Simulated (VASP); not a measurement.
## Pd: single point with revPBE+D3(BJ)

Crystal: Pd.

```xyz
1
Lattice="-0.0027 1.9314 1.9314 1.9314 -0.0027 1.9314 1.9314 1.9314 -0.0027" Properties=species:S:1:pos:R:3 pbc="T T T"
Pd    0.0000    0.0000    0.0000
```

```yaml
Program: VASP 6.6.1
Task: single point
Functional: revPBE
Dispersion: D3(BJ)
Potentials_or_basis: VASP PAW PBE potentials, release 64 (Pd)
Cutoff: 520 eV
k_mesh: 15 × 15 × 15, shifted
Occupations: fermi-dirac, width 0.02 eV
Spin: no spin polarisation
```

- Pressure: -0.3 GPa
- Band gap on the k mesh: zero (bands 5 and 6 overlap by 1.63 eV)
- Dispersion energy per atom: -1.304 eV

Levels at points of the mesh, in eV from the Fermi level:
| k point | band 2 | band 3 | band 4 | band 5 | band 6 | band 7 | band 8 | band 9 |
| --- | --- | --- | --- | --- | --- | --- | --- | --- |
| (0.50, 0.50, 0.50) | -2.98 | -2.98 | -0.02 | -0.02 | 1.00 | 7.55 | 16.55 | 21.32 |

Wall time 77 s on 1 thread of Intel(R) Xeon(R) 6975P-C (Granite Rapids) (shared host), peak memory 0.37 GiB.

Caveat: the dispersion term is far too large for a dense solid, which distorts pressure and volume; the PAW data sets were made with another functional, which shifts forces and pressure a little.
